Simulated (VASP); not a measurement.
## K: single point with LDA

K:

```
K
1.0
     0.00000    4.61034    4.61034
     4.61034    0.00000    4.61034
     4.61034    4.61034    0.00000
K
3
Direct
  0.25000 0.25000 0.25000
  0.75000 0.75000 0.75000
  0.50000 0.50000 0.50000
```

This isn't the form of K at room conditions, which is bcc.

```
Program                : VASP 6.6.1
Task                   : single point
Functional             : LDA
Potentials or basis    : VASP PAW LDA potentials, release 64 (K_sv)
Cutoff                 : 520 eV
k mesh                 : 5 × 5 × 5
Occupations            : methfessel-paxton, width 0.1 eV
Spin                   : no spin polarisation
Dipole correction      : no
Further INCAR settings : ALGO = Normal; EDIFF = 1e-06; NBANDS = 20
```

The pressure is 0.6 GPa. The band gap on the k mesh is zero (an odd number of electrons rules out a gap without spin polarisation).

Levels at points of the mesh, in eV from the Fermi level:
| k point | band 10 | band 11 | band 12 | band 13 | band 14 | band 15 | band 16 | band 17 |
| --- | --- | --- | --- | --- | --- | --- | --- | --- |
| (0.00, 0.00, 0.00) | -15.71 | -15.71 | -15.71 | -2.51 | 1.74 | 1.74 | 1.74 | 1.78 |

Run time: 36 s on 1 thread of Intel(R) Xeon(R) Platinum 8175M CPU @ 2.50GHz (Skylake/Cascade Lake) (shared host), peak memory 0.24 GiB.
